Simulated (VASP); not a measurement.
# LiGa12O18 (a cell with a defect) in VASP: further runs

The runs below take LiGa12O18 (a cell with a defect) through single point, with PBE.

Everything below comes from runs of VASP 6.6.1. Logs are shortened: lines on timing, memory, paths and dates and some standing lists are left out, and cuts for length are marked.

## (1) The cell of the first run

The cell holds a defect, 31 atoms: a = 9.250 Å, b = 5.877 Å, c = 6.416 Å, α = 103.29°, β = 103.90°, γ = 90.00°.

## (2) Single point, PBE

File INCAR:

```
SYSTEM = LiGa12O18
  PREC = Accurate
  ENCUT = 650
  EDIFF = 1E-6
  ISMEAR = -1
  SIGMA = 0.01
  LREAL = Auto
  LASPH = .TRUE.
  NELM = 120
  ALGO = Normal
  ISIF = 2
  LWAVE = .FALSE.
  LCHARG = .FALSE.
  GGA = PE
  NBANDS = 154
  NELECT = 266.0
  GGA_COMPAT = .FALSE.
  ISYM = -1
```

File KPOINTS:

```
explicit points
1
Reciprocal
  0.25000000   0.25000000   0.25000000 1
```

File POSCAR:

```
LiGa12O18
1.0
    0.0000000000      9.2496621800      0.0000000000
   -1.3977182400      0.0000000000      5.7085775500
    6.2279771500     -1.5416103600      0.0067278600
Ga O Li
12 18 1
Direct
    0.1165743516      0.6589344666      0.6820143396
    0.2268131596      0.3051330284      0.3153222872
    0.3054813657      0.1975428611      0.8215476931
    0.0282579788      0.7757219907      0.1451960651
    0.4436577714      0.6851596807      0.6768613759
    0.5540757137      0.3043971000      0.3154864463
    0.6304442205      0.2034543505      0.8102222817
    0.3672555515      0.7862970928      0.1807511109
    0.7715200851      0.6855288331      0.6782979533
    0.8802046479      0.3308232383      0.3107806319
    0.9717658997      0.2096013548      0.8566485567
    0.6937362194      0.7921093041      0.1710216009
    0.1753293176      0.7286501519     -0.0001336537
    0.1704743320      0.2578683913      0.9967940159
    0.2737689517      0.4225461406      0.6445716404
    0.0497153365      0.5703819320      0.3425321222
    0.0495730955      0.1005757866      0.2864688756
    0.2699172394      0.8859471990      0.6630205057
    0.4997270211      0.7377256823      0.0005546973
    0.4990744701      0.2517948139      0.9921101275
    0.6078129842      0.4339204562      0.6463311344
    0.3910431280      0.5563453313      0.3461029104
    0.3916118167      0.0994761803      0.3279661473
    0.6068320713      0.8899071840      0.6654162986
    0.8297641369      0.7302568951     -0.0034360463
    0.8215879149      0.2600493606      0.9934894727
    0.9523260861      0.4072114033      0.6491105713
    0.7256268119      0.5674278165      0.3491906211
    0.7275144764      0.1034313317      0.3292609799
    0.9484805977      0.8860586379      0.6994128615
    1.0007823275      1.0153353208      0.5042587058
```

Potentials or basis: VASP PAW PBE potentials, release 64 (Ga_d, O, Li_sv).

Command:

```sh
$ cat potpaw_PBE.64/Ga_d/POTCAR potpaw_PBE.64/O/POTCAR potpaw_PBE.64/Li_sv/POTCAR > POTCAR
$ mpirun -np 1 vasp_std > vasp.out
```

OUTCAR:

```text
SYSTEM = LiGa12O18
   PREC = Accurate
   ENCUT = 650
   EDIFF = 1E-6
   ISMEAR = -1
   LREAL = Auto
   LASPH = .TRUE.
   NELM = 120
   ISIF = 2
   GGA = PE
   NELECT = 266.0
   ISYM = -1

 ion  position               nearest neighbor table
   1  0.117  0.659  0.682-  13 1.92  18 1.99  15 2.03  30 2.06  16 2.06  27 2.06  31 2.71
   2  0.227  0.305  0.315-  14 1.94  23 1.94  17 1.98  15 2.00  22 2.06  16 2.27
   3  0.305  0.198  0.822-  20 1.84  14 1.85  18 1.87  15 1.91
   4  0.028  0.776  0.145-  13 1.81  25 1.84  17 1.90  16 1.92  31 2.48
   5  0.444  0.685  0.677-  24 1.96  19 1.97  18 1.99  22 2.02  21 2.13  15 2.14
   6  0.554  0.304  0.315-  23 1.95  20 1.96  29 1.99  21 2.02  22 2.12  28 2.15
   7  0.630  0.203  0.810-  24 1.85  26 1.85  20 1.86  21 1.88
   8  0.367  0.786  0.181-  23 1.85  13 1.86  19 1.86  22 1.88
   9  0.772  0.686  0.678-  25 1.94  24 1.94  30 1.98  28 2.00  21 2.06  27 2.35
  10  0.880  0.331  0.311-  26 1.92  29 1.99  28 2.01  16 2.05  27 2.05  17 2.08  31 2.57
  11  0.972  0.210  0.857-  26 1.80  14 1.83  30 1.92  27 1.94  31 2.36
  12  0.694  0.792  0.171-  19 1.85  25 1.86  29 1.86  28 1.92
  13  0.175  0.729  1.000-   4 1.81   8 1.86   1 1.92
  14  0.170  0.258  0.997-  11 1.83   3 1.85   2 1.94
  15  0.274  0.423  0.645-   3 1.91   2 2.00   1 2.03   5 2.14
  16  0.050  0.570  0.343-   4 1.92  10 2.05   1 2.06   2 2.27
  17  0.050  0.101  0.286-  31 1.74   4 1.90   2 1.98  10 2.08
  18  0.270  0.886  0.663-   3 1.87   5 1.99   1 1.99
  19  0.500  0.738  0.001-  12 1.85   8 1.86   5 1.97
  20  0.499  0.252  0.992-   3 1.84   7 1.86   6 1.96
  21  0.608  0.434  0.646-   7 1.88   6 2.02   9 2.06   5 2.13
  22  0.391  0.556  0.346-   8 1.88   5 2.02   2 2.06   6 2.12
  23  0.392  0.099  0.328-   8 1.85   2 1.94   6 1.95
  24  0.607  0.890  0.665-   7 1.85   9 1.94   5 1.96
  25  0.830  0.730  0.997-   4 1.84  12 1.86   9 1.94
  26  0.822  0.260  0.993-  11 1.80   7 1.85  10 1.92
  27  0.952  0.407  0.649-  11 1.94  10 2.05   1 2.06   9 2.35
  28  0.726  0.567  0.349-  12 1.92   9 2.00  10 2.01   6 2.15
  29  0.728  0.103  0.329-  12 1.86  10 1.99   6 1.99
  30  0.948  0.886  0.699-  31 1.76  11 1.92   9 1.98   1 2.06
  31  0.001  0.015  0.504-  17 1.74  30 1.76  11 2.36   4 2.48  10 2.57   1 2.71

IMPORTANT INFORMATION: All symmetrisations will be switched off!
NOSYMM: (Re-)initialisation of all symmetry stuff for point group C_1.

----------------------------------------------------------------------------------------

                                     Primitive cell

  volume of cell :     328.9392

  direct lattice vectors                    reciprocal lattice vectors
     0.000000000  9.249662180  0.000000000     0.026753887  0.108112056  0.006550563
    -1.397718240  0.000000000  5.708577550    -0.000189185  0.000000000  0.175128666
     6.227977150 -1.541610360  0.006727860     0.160523321  0.000000000  0.039303377

  length of vectors
     9.249662180  5.877199497  6.415941641     0.111565663  0.175128768  0.165264914

  position of ions in fractional coordinates (direct lattice)
     0.116574352  0.658934467  0.682014340
     0.226813160  0.305133028  0.315322287
     0.305481366  0.197542861  0.821547693
     0.028257979  0.775721991  0.145196065
     0.443657771  0.685159681  0.676861376
     0.554075714  0.304397100  0.315486446
[... 23 lines left out ...]
     0.948480598  0.886058638  0.699412862
     0.000782327  0.015335321  0.504258706

  ion indices of the primitive-cell ions
   primitive index   ion index
                 1           1
                 2           2
                 3           3
                 4           4
                 5           5
                 6           6
[... 23 lines left out ...]
                30          30
                31          31

----------------------------------------------------------------------------------------

 KPOINTS: explicit points

Read explicit list of k-points.

 Found      1 k-points:

 Following reciprocal coordinates:
            Coordinates               Weight
  0.250000  0.250000  0.250000      1.000000
   k-points           NKPTS =      1   k-points in BZ     NKDIM =      1   number of bands    NBANDS=    154
   number of dos      NEDOS =    301   number of ions     NIONS =     31
   total plane-waves  NPLWV = 216000
   dimension x,y,z NGX =    80 NGY =   50 NGZ =   54
   dimension x,y,z NGXF=   160 NGYF=  100 NGZF=  108
   ions per type =              12  18   1
   NGX,Y,Z   is equivalent  to a cutoff of  14.38, 14.14, 13.99 a.u.
   NGXF,Y,Z  is equivalent  to a cutoff of  28.76, 28.29, 27.98 a.u.
 SYSTEM =  LiGa12O18
   PREC   = accura    normal or accurate (medium, high low for compatibility)
   ISTART =      0    job   : 0-new  1-cont  2-samecut
   ICHARG =      2    charge: 1-file 2-atom 10-const
   ISPIN  =      1    spin polarized calculation?
   LNONCOLLINEAR =      F non collinear calculations
   LSORBIT =      F    spin-orbit coupling
   LASPH  =      T    aspherical Exc in radial PAW
   ENCUT  =  650.0 eV  47.77 Ry    6.91 a.u.  19.23 12.22 13.34*2*pi/ulx,y,z
   NELM   =    120;   NELMIN=  2; NELMDL= -5     # of ELM steps
   EDIFF  = 0.1E-05   stopping-criterion for ELM
   LREAL  =      T    real-space projection
   EDIFFG = 0.1E-04   stopping-criterion for IOM
   NSW    =      0    number of steps for IOM
   IBRION =     -1    ionic relax: 0-MD 1-quasi-New 2-CG
   NFREE  =      0    steps in history (QN), initial steepest desc. (CG)
   ISIF   =      2    stress and relaxation
   ISYM   =     -1    0-nonsym 1-usesym 2-fastsym
   POTIM  = 0.5000    time-step for ionic-motion
   TEBEG  =    0.0;   TEEND  =   0.0 temperature during run
   PSTRESS=    0.0 pullay stress
   NELECT =     266.0000    total number of electrons
   NUPDOWN=      -1.0000    fix difference up-down
   EMIN   =  10.00;   EMAX   =-10.00  energy-range for DOS
   EFERMI =   0.00;   METHOD = LEGACY
   ISMEAR =    -1;   SIGMA  =   0.01  broadening in eV -4-tet -1-fermi 0-gaus
   EFERMI_NEDOS =   21; number of points for ismear=-14 and -15
   IALGO  =     38    algorithm
   IMIX   =      4    mixing-type and parameters
     AMIX     =   0.40;   BMIX     =  1.00
     AMIX_MAG =   1.60;   BMIX_MAG =  1.00
  volume/ion in A,a.u.               =      10.61        71.61
  Fermi-wavevector in a.u.,A,eV,Ry     =   1.525212  2.882232 31.650840  2.326271
  Thomas-Fermi vector in A             =   2.633413
   LORBIT       =      0    0 simple, 1 ext, 2 COOP (PROOUT), +10 PAW based schemes
   GGA     = PE    functional components
   LHFCALC =     F    Hartree Fock is set to
   AEXX    =    0.0000 exact exchange contribution
   IVDW    =     0    specifies the selected vdW correction
   LEPSILON=     F    determine dielectric tensor
   LRPA    =     F    only Hartree local field effects (RPA)
 non-spin polarized calculation
  energy-cutoff  :      650.00
  volume of cell :      328.94
 maximum number of plane-waves:     12367
 NGX is ok and might be reduce to    80
   NGX = 39   NGY = 25   NGZ = 27

 number of electron     265.9999983 magnetization

 Free energy of the ion-electron system (eV)
  ---------------------------------------------------
  ext. energy  EPLUGINS =         0.00000000
  ---------------------------------------------------
  free energy    TOTEN  =      -187.29755716 eV

  energy without entropy =     -187.29755716  energy(sigma->0) =     -187.29755716

 E-fermi :   3.7857     XC(G=0): -11.4248

 val. band max:        3.5400363199   @ k =   0.2500   0.2500   0.2500
 cond. band min:       7.6848429895   @ k =   0.2500   0.2500   0.2500
 fundamental gap:      4.1448066695
 Fermi energy:         3.7856743711

 k-point     1 :       0.2500    0.2500    0.2500
  band No.  band energies     occupation
      1     -39.8824      2.00000
      2     -14.7294      2.00000
      3     -14.5617      2.00000
      4     -14.4304      2.00000
      5     -14.1447      2.00000
      6     -14.0786      2.00000
[... 137 lines left out ...]
    144      10.4798      0.00000
    145      11.1766      0.00000
 [bands above 145 left out]

------------------------ aborting loop because EDIFF is reached ----------------------------------------

  FORCE on cell =-STRESS in cart. coord.  units (eV):
  Direction    XX          YY          ZZ          XY          YZ          ZX
  --------------------------------------------------------------------------------------
  -------------------------------------------------------------------------------------
  Total        2.0184415     -2.6945319     -8.5132256     -2.2038560     -0.0388737      2.6043475
  in kB        9.8313037    -13.1243641    -41.4657080    -10.7344094     -0.1893435     12.6850994
  external PRESSURE =     -14.9195895 kB  Pullay stress =       0.0000000 kB

 VOLUME and BASIS-vectors are now :
 -----------------------------------------------------------------------------
  energy-cutoff  :      650.00
  volume of cell :      328.94
      direct lattice vectors                 reciprocal lattice vectors
     0.000000000  9.249662180  0.000000000     0.026753887  0.108112056  0.006550563
    -1.397718240  0.000000000  5.708577550    -0.000189185  0.000000000  0.175128666
     6.227977150 -1.541610360  0.006727860     0.160523321  0.000000000  0.039303377

 POSITION                                       TOTAL-FORCE (eV/Angst)
 -----------------------------------------------------------------------------------
      3.32657      0.02687      3.76617         0.011091     -0.010619      0.007650
      1.53733      1.61184      1.74400        -0.018768     -0.025307     -0.001236
      4.84047      1.55909      1.13322         0.003713      0.000834      0.008391
     -0.17996      0.03754      4.42925        -0.016880     -0.004631     -0.024609
      3.25782      3.06023      3.91584         0.010558     -0.006715     -0.000698
      1.53938      4.63866      1.73980        -0.001480      0.009630      0.003826
[... 23 lines left out ...]
      3.11747      7.69490      5.06284         0.013610     -0.016241     -0.022546
      3.11908     -0.77013      0.09094         0.013788     -0.005032      0.010644
 -----------------------------------------------------------------------------------
    total drift:                               -0.009314      0.002514     -0.005449

  FREE ENERGIE OF THE ION-ELECTRON SYSTEM (eV)
  ---------------------------------------------------
  free  energy   TOTEN  =      -187.2975571612 eV

  energy  without entropy=     -187.2975571612  energy(sigma->0) =     -187.29755716
```

Run time: 7.6 min. Hardware: 1 thread of Intel Xeon 8259CL, shared host; peak memory 0.5 GiB.

Results:

```
Free energy   : -187.2976 eV
Largest force : 0.048 eV/Å
```

Forces in eV/Å, atoms in the order of the input:
```
Ga   0.011 -0.011  0.008
Ga  -0.019 -0.025 -0.001
Ga   0.004  0.001  0.008
Ga  -0.017 -0.005 -0.025
Ga   0.011 -0.007 -0.001
Ga  -0.001  0.010  0.004
Ga   0.000  0.016  0.019
Ga   0.016 -0.006 -0.019
Ga   0.019  0.021  0.019
Ga  -0.037  0.011 -0.019
Ga  -0.009 -0.046  0.013
Ga  -0.012  0.015 -0.012
O   -0.002 -0.010  0.001
O    0.014  0.002  0.010
O    0.019  0.005 -0.007
O   -0.016  0.022 -0.002
O   -0.010  0.017  0.017
O   -0.025 -0.006  0.013
O   -0.019  0.009 -0.009
O    0.012 -0.003  0.011
O    0.033 -0.001 -0.018
O   -0.030  0.002  0.005
O    0.010 -0.006 -0.004
O   -0.011  0.003  0.018
O    0.004 -0.002 -0.007
O    0.002  0.017 -0.005
O    0.016 -0.018 -0.005
O   -0.017  0.002  0.000
O    0.029  0.012  0.001
O    0.014 -0.016 -0.023
Li   0.014 -0.005  0.011
```

Levels at points of the mesh, in eV from the Fermi level:
```csv
k point,band 131,band 132,band 133,band 134,band 135,band 136
"(0.25, 0.25, 0.25)",-0.50,-0.41,-0.25,3.90,4.59,5.17
```

Caveat: the cell carries a net charge on a neutralising background, which shifts energy and pressure; the cell is charged against a uniform background, so pressure and absolute levels hang on convention.

## (3) Single point, PBE

File INCAR:

```
  ALGO = Normal
  EDIFF = 1E-6
  ENCUT = 650
  GGA = PE
  GGA_COMPAT = False
  ISIF = 2
  ISMEAR = -1
  ISYM = -1
  LASPH = True
  LCHARG = True
  LELF = True
  LREAL = Auto
  LVHAR = True
  LWAVE = False
  NBANDS = 154
  NELECT = 266.0
  NELM = 120
  PREC = Accurate
  SIGMA = 0.01
```

KPOINTS is that of step 2.

File POSCAR:

```
LiGa12O18
1.0
    0.0000000000      9.2496621800      0.0000000000
   -1.3977182400      0.0000000000      5.7085775500
    6.2279771500     -1.5416103600      0.0067278600
Ga O Li
12 18 1
Direct
    0.1161901180      0.6519203289      0.6846524693
    0.2250484736      0.3070267479      0.3131753439
    0.3078566220      0.1993131712      0.8263111008
    0.0262372335      0.7727488718      0.1449403508
    0.4440750829      0.6842543450      0.6768879650
    0.5545435088      0.3040410948      0.3165690458
    0.6317337085      0.2031248175      0.8108413279
    0.3673338906      0.7871651161      0.1811705492
    0.7723516338      0.6856327370      0.6756011272
    0.8811079480      0.3206760304      0.3128798790
    0.9690882392      0.2062236806      0.8488771671
    0.6947088621      0.7907565344      0.1722687489
    0.1747983238      0.7287050121      0.0011782778
    0.1684357133      0.2561021019      0.9941185444
    0.2740809409      0.4218135270      0.6457877676
    0.0519999452      0.5667390933      0.3425955999
    0.0488572096      0.0981476523      0.2887270972
    0.2662752621      0.8883596798      0.6617075543
    0.4995417877      0.7377217857      0.0002937063
    0.5004575870      0.2519368391      0.9930373164
    0.6077880299      0.4335214620      0.6467308338
    0.3906036207      0.5569864714      0.3464004601
    0.3901230716      0.1006349530      0.3266367651
    0.6065421690      0.8895284702      0.6648094667
    0.8290647014      0.7302362157     -0.0056581007
    0.8228774500      0.2582464279      0.9938136563
    0.9509987937      0.4109916626      0.6500167624
    0.7260217361      0.5647204045      0.3480716062
    0.7244966885      0.1025851258      0.3278685924
    0.9484831364      0.8859754304      0.6910887621
    1.0488525016      1.0003122354      0.5260261202
```

Potentials or basis: VASP PAW PBE potentials, release 64 (Ga_d, O, Li_sv).

Command:

```sh
$ cat potpaw_PBE.64/Ga_d/POTCAR potpaw_PBE.64/O/POTCAR potpaw_PBE.64/Li_sv/POTCAR > POTCAR
$ mpirun -np 1 vasp_std > vasp.out
```

Run time: 7.2 min. Hardware: 1 thread of Intel Xeon 8259CL, shared host; peak memory 0.5 GiB.

The run converged. Its results:

```
Free energy   : -187.4596 eV
Largest force : 0.531 eV/Å
```

Forces in eV/Å, atoms in the order of the input:
```
Ga   0.039 -0.031 -0.032
Ga  -0.044 -0.048  0.016
Ga   0.030  0.006  0.024
Ga  -0.027 -0.039 -0.030
Ga   0.011 -0.025  0.019
Ga  -0.006 -0.007  0.008
Ga   0.006  0.013  0.018
Ga   0.006 -0.017  0.003
Ga  -0.009  0.024  0.034
Ga  -0.004 -0.001 -0.075
Ga  -0.059 -0.059 -0.004
Ga  -0.004  0.000 -0.005
O    0.005 -0.031  0.014
O   -0.011 -0.034  0.002
O    0.019 -0.008 -0.007
O   -0.015  0.029 -0.012
O    0.002 -0.013  0.008
O   -0.039 -0.040  0.031
O   -0.026 -0.006  0.002
O    0.017  0.006  0.021
O    0.026 -0.020 -0.004
O   -0.027 -0.016  0.012
O   -0.006 -0.035  0.018
O   -0.024 -0.013  0.023
O   -0.018 -0.018  0.001
O    0.003  0.006 -0.004
O    0.012 -0.049  0.034
O   -0.027 -0.004 -0.013
O    0.011 -0.035 -0.003
O   -0.057 -0.011 -0.006
Li   0.213  0.477 -0.095
```

Levels at points of the mesh, in eV from the Fermi level:
```tsv
k point	band 131	band 132	band 133	band 134	band 135	band 136
(0.25, 0.25, 0.25)	-0.58	-0.48	-0.32	3.84	4.52	5.13
```

Caveat: the cell carries a net charge on a neutralising background, which shifts energy and pressure; the cell is charged against a uniform background, so pressure and absolute levels hang on convention.
